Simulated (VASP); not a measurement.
# Ti (Fmmm) in VASP: a series of runs, part 2 of 2

VASP 6.6.1. The steps go on from the part before.

## (3) Single point, r2SCAN (strain +0.0175 x Voigt [1, -1, 0, 0, 0, 0])

Contents of POSCAR:

```
Ti
1.0
    0.0000000000      1.9944750000      2.0300000000
    2.0655250000      0.0000000000      2.0300000000
    2.0655250000      1.9944750000      0.0000000000
Ti
1
Direct
    0.0000000000      0.0000000000      0.0000000000
```

Contents of INCAR.step1:

```
  ALGO = Normal
  EDIFF = 1E-4
  ENCUT = 520
  GGA = PE
  ISMEAR = 0
  LASPH = T
  LCHARG = F
  LREAL = F
  LWAVE = T
  NBANDS = 12
  NELM = 80
  PREC = Accurate
  SIGMA = 0.15
```

Contents of INCAR.step2:

```
  ALGO = Normal
  EDIFF = 1E-7
  ENCUT = 520
  ISIF = 2
  ISMEAR = 0
  ISTART = 1
  LASPH = T
  LCHARG = T
  LELF = T
  LMIXTAU = T
  LREAL = F
  LVHAR = T
  LWAVE = F
  METAGGA = R2SCAN
  NBANDS = 12
  NELM = 80
  PREC = Accurate
  SIGMA = 0.15
```

Contents of KPOINTS:

```
k-points
0
Gamma
  20 20 20
```

Potentials or basis: VASP PAW PBE potentials, release 64 (Ti_sv).

The run is started by

```console
> cat potpaw_PBE.64/Ti_sv/POTCAR > POTCAR
> cp INCAR.step1 INCAR
> mpirun -np 1 vasp_std > vasp.out
> cp INCAR.step2 INCAR
> mpirun -np 1 vasp_std > vasp.out
```

OUTCAR:

```text
EDIFF = 1E-7
   ENCUT = 520
   ISIF = 2
   ISMEAR = 0
   ISTART = 1
   LASPH = T
   LREAL = F
   METAGGA = R2SCAN
   NELM = 80
   PREC = Accurate

 ion  position               nearest neighbor table
   1  0.000  0.000  0.000-

  LATTYP: Found a face centered orthorhombic cell.
 ALAT       =     3.9889500000
 B/A-ratio  =     1.0178117048
 C/A-ratio  =     1.0356234097

  Lattice vectors:

 A1 = (  -2.0655250000,   0.0000000000,  -2.0300000000)
 A2 = (  -2.0655250000,   1.9944750000,   0.0000000000)
 A3 = (   0.0000000000,   1.9944750000,  -2.0300000000)

Analysis of symmetry for initial positions (statically):
=====================================================================
 Subroutine PRICEL returns:
 Original cell was already a primitive cell.

 Routine SETGRP: Setting up the symmetry group for a
 face centered orthorhombic supercell.

 Subroutine GETGRP returns: Found  8 space group operations
 (whereof  8 operations were pure point group operations)
 out of a pool of  8 trial point group operations.

The static configuration has the point symmetry D_2h.

Analysis of symmetry for dynamics (positions and initial velocities):
=====================================================================
 Subroutine PRICEL returns:
 Original cell was already a primitive cell.

 Routine SETGRP: Setting up the symmetry group for a
 face centered orthorhombic supercell.

 Subroutine GETGRP returns: Found  8 space group operations
 (whereof  8 operations were pure point group operations)
 out of a pool of  8 trial point group operations.

The dynamic configuration has the point symmetry D_2h.

 Subroutine INISYM returns: Found  8 space group operations
 (whereof  8 operations are pure point group operations),
 and found     1 'primitive' translations

----------------------------------------------------------------------------------------

                                     Primitive cell

[... 115 lines left out ...]
   AEXX    =    0.0000 exact exchange contribution
   IVDW    =     0    specifies the selected vdW correction
   LEPSILON=     F    determine dielectric tensor
   LRPA    =     F    only Hartree local field effects (RPA)
 non-spin polarized calculation
 Gauss-broadening in eV      SIGMA  =   0.15
  energy-cutoff  :      520.00
  volume of cell :       16.73
 maximum number of plane-waves:       465
 NGX is ok and might be reduce to    24
   NGX = 11   NGY = 11   NGZ = 11

 number of electron      12.0000003 magnetization

 Free energy of the ion-electron system (eV)
  ---------------------------------------------------
  ext. energy  EPLUGINS =         0.00000000
  ---------------------------------------------------
  free energy    TOTEN  =       -12.87660580 eV

  energy without entropy =      -12.85930450  energy(sigma->0) =      -12.86795515

 E-fermi :   8.6428     XC(G=0): -12.6060

 val. band max:        8.6425588182   @ k =  -0.2500   0.0500   0.0000
 cond. band min:       8.6433062268   @ k =   0.3500  -0.3000   0.2000
 fundamental gap:      0.0007474087
 Fermi energy:         8.6428046840

 k-point     1 :       0.0000    0.0000    0.0000
  band No.  band energies     occupation
      1     -50.3300      2.00000
      2     -25.0886      2.00000
      3     -25.0874      2.00000
      4     -25.0865      2.00000
      5       2.0908      2.00000
      6       9.5328      0.00000
      7       9.6794      0.00000
      8       9.8158      0.00000
      9      11.4139      0.00000
     10      11.6997      0.00000
     11      24.6453      0.00000
     12      29.2450      0.00000
[... 331 lines left out ...]
 k-point    24 :      -0.3500    0.0500    0.0000
  band No.  band energies     occupation
      1     -50.2032      2.00000
      2     -25.7458      2.00000
      3     -25.1968      2.00000
      4     -25.1598      2.00000
      5       5.4192      2.00000
      6       8.6224      1.15253
      7       9.5892      0.00000
      8       9.8944      0.00000
      9      12.0534      0.00000
     10      12.4781      0.00000
     11      19.4485      0.00000
     12      24.4921      0.00000

 [... further k-points ...]

------------------------ aborting loop because EDIFF is reached ----------------------------------------

  FORCE on cell =-STRESS in cart. coord.  units (eV):
  Direction    XX          YY          ZZ          XY          YZ          ZX
  --------------------------------------------------------------------------------------
  -------------------------------------------------------------------------------------
  Total        0.4494919      0.5706302      0.5075159      0.0000000     -0.0000000      0.0000000
  in kB       43.0573532     54.6613334     48.6155445      0.0000000     -0.0000000      0.0000000
  external PRESSURE =      48.7780770 kB  Pullay stress =       0.0000000 kB

 VOLUME and BASIS-vectors are now :
 -----------------------------------------------------------------------------
  energy-cutoff  :      520.00
  volume of cell :       16.73
      direct lattice vectors                 reciprocal lattice vectors
     0.000000000  1.994475000  2.030000000    -0.242069208  0.250692538  0.246305419
     2.065525000  0.000000000  2.030000000     0.242069208 -0.250692538  0.246305419
     2.065525000  1.994475000  0.000000000     0.242069208  0.250692538 -0.246305419

 POSITION                                       TOTAL-FORCE (eV/Angst)
 -----------------------------------------------------------------------------------
      0.00000      0.00000      0.00000         0.000000      0.000000      0.000000
 -----------------------------------------------------------------------------------
    total drift:                               -0.000000      0.000000     -0.000000

  FREE ENERGIE OF THE ION-ELECTRON SYSTEM (eV)
  ---------------------------------------------------
  free  energy   TOTEN  =       -12.8766058022 eV

  energy  without entropy=      -12.8593044999  energy(sigma->0) =      -12.86795515
```

OSZICAR.step1:

```text
N       E                     dE             d eps       ncg     rms          rms(c)
DAV:   1     0.872340328811E+02    0.87234E+02   -0.65426E+03 28060   0.121E+03
DAV:   2    -0.442280178720E+01   -0.91657E+02   -0.89166E+02 28468   0.298E+02
DAV:   3    -0.863718264384E+01   -0.42144E+01   -0.41720E+01 38624   0.654E+01
DAV:   4    -0.873268700979E+01   -0.95504E-01   -0.95383E-01 31704   0.864E+00
DAV:   5    -0.873514386599E+01   -0.24569E-02   -0.24567E-02 33604   0.122E+00    0.862E+00
DAV:   6    -0.777907412864E+01    0.95607E+00   -0.19447E+00 30680   0.211E+01    0.232E+00
DAV:   7    -0.776702253108E+01    0.12052E-01   -0.10073E-01 34368   0.380E+00    0.132E+00
DAV:   8    -0.777807534386E+01   -0.11053E-01   -0.39828E-02 28800   0.248E+00    0.164E-01
DAV:   9    -0.777836680609E+01   -0.29146E-03   -0.43497E-03 35408   0.744E-01    0.908E-02
DAV:  10    -0.777842152813E+01   -0.54722E-04   -0.24253E-04 29416   0.182E-01
   1 F= -.77784215E+01 E0= -.77689206E+01  d E =-.190019E-01
```

Run time: 8.7 min. Hardware: 1 thread of Intel Xeon Platinum 8488C (Sapphire Rapids), shared host; peak memory 0.34 GiB.

Results:

- Free energy: -12.8766 eV
- Pressure: 4.9 GPa
- Band gap on the k mesh: zero (band 6 reaches 9.59 eV, above the bottom of band 7 at 8.11 eV)

Caveat: the cell differs from its parent crystal (strain +0.0175 x Voigt [1, -1, 0, 0, 0, 0]); the PAW data sets were made with another functional, which shifts forces and pressure a little.

## (4) Single point, r2SCAN (strain +0.0125 x Voigt [1, -1, 0, 0, 0, 0])

Contents of POSCAR:

```
Ti
1.0
    0.0000000000      2.0046250000      2.0300000000
    2.0553750000      0.0000000000      2.0300000000
    2.0553750000      2.0046250000      0.0000000000
Ti
1
Direct
    0.0000000000      0.0000000000      0.0000000000
```

Contents of INCAR.step1:

```
SYSTEM = Ti
PREC     = Accurate       ! precision mode
ENCUT    = 520            ! plane-wave cutoff, eV
ISMEAR   = 0              ! smearing method
SIGMA    = 0.15           ! smearing width, eV
LREAL    = .FALSE.        ! projectors in reciprocal space
LASPH    = .TRUE.         ! aspherical terms in the spheres
NELM     = 80             ! most SCF steps
NBANDS   = 12             ! bands
GGA      = PE             ! functional
ALGO     = Normal         ! electronic algorithm
EDIFF    = 1E-4           ! SCF threshold, eV
LWAVE    = .TRUE.         ! write WAVECAR
LCHARG   = .FALSE.        ! write CHGCAR
```

Contents of INCAR.step2:

```
SYSTEM = Ti
PREC     = Accurate       ! precision mode
ENCUT    = 520            ! plane-wave cutoff, eV
EDIFF    = 1E-6           ! SCF threshold, eV
ISMEAR   = 0              ! smearing method
SIGMA    = 0.15           ! smearing width, eV
LREAL    = .FALSE.        ! projectors in reciprocal space
LASPH    = .TRUE.         ! aspherical terms in the spheres
NELM     = 80             ! most SCF steps
ALGO     = Normal         ! electronic algorithm
ISIF     = 2              ! what is computed and relaxed
LWAVE    = .FALSE.        ! write WAVECAR
LCHARG   = .FALSE.        ! write CHGCAR
METAGGA  = R2SCAN         ! meta-GGA
LMIXTAU  = .TRUE.       
NBANDS   = 12             ! bands
ISTART   = 1
```

Contents of KPOINTS:

```
regular mesh
0
G
  20 20 20
  0 0 0
```

The run is started by

```console
> cat potpaw_PBE.64/Ti_sv/POTCAR > POTCAR
> cp INCAR.step1 INCAR
> mpirun -np 1 vasp_std > vasp.out
> cp INCAR.step2 INCAR
> mpirun -np 1 vasp_std > vasp.out
```

Run time: 6.5 min. Hardware: 1 thread of Intel Xeon Platinum 8488C (Sapphire Rapids), shared host; peak memory 0.34 GiB.

It converged, with:

```yaml
Free_energy: -12.8772 eV
Pressure: 4.9 GPa
Band_gap_on_the_k_mesh: zero (band 6 reaches 9.62 eV, above the bottom of band 7 at 8.15 eV)
```

Stress tensor (GPa, compression positive):
```
4.44 0.00 0.00
0.00 5.28 0.00
0.00 0.00 4.84
```

Levels at points of the mesh, in eV from the Fermi level:
```tsv
k point	band 4	band 5	band 6	band 7	band 8	band 9
(0.00, 0.00, 0.00)	-33.73	-6.55	0.93	1.03	1.13	2.81
(0.50, 0.00, 0.00)	-33.82	-2.79	0.55	0.84	1.05	3.96
(0.50, 0.50, 0.00)	-33.99	-2.79	-1.88	2.99	4.06	4.18
(0.50, 0.00, 0.50)	-34.01	-2.79	-1.92	3.26	4.06	4.22
(0.00, 0.50, 0.50)	-33.98	-2.79	-1.84	2.74	4.07	4.22
```

Caveat: the cell differs from its parent crystal (strain +0.0125 x Voigt [1, -1, 0, 0, 0, 0]); the PAW data sets were made with another functional, which shifts forces and pressure a little.

## (5) The runs side by side

```csv
cell,gap on the mesh (eV),pressure (GPa)
"a = 2.864, b = 2.878, c = 2.871 Å, angles 59.8, 60.2, 60.0°, 1 atom",none,4.9
"a = 2.846, b = 2.896, c = 2.871 Å, angles 59.1, 60.9, 60.0°, 1 atom",none,4.9
"a = 2.853, b = 2.889, c = 2.871 Å, angles 59.4, 60.6, 60.0°, 1 atom",none,4.9
```

Alike in all rows: task single point; level r2SCAN; potentials or basis VASP PAW PBE potentials, release 64 (Ti_sv); no spin polarisation; k mesh 20 × 20 × 20; cutoff (eV) 520; smearing gaussian 0.15 eV.

Caveats: the PAW data sets were made with another functional, which shifts forces and pressure a little.

Total energies depend on the potentials used, so only differences within one code and one set of settings carry meaning.
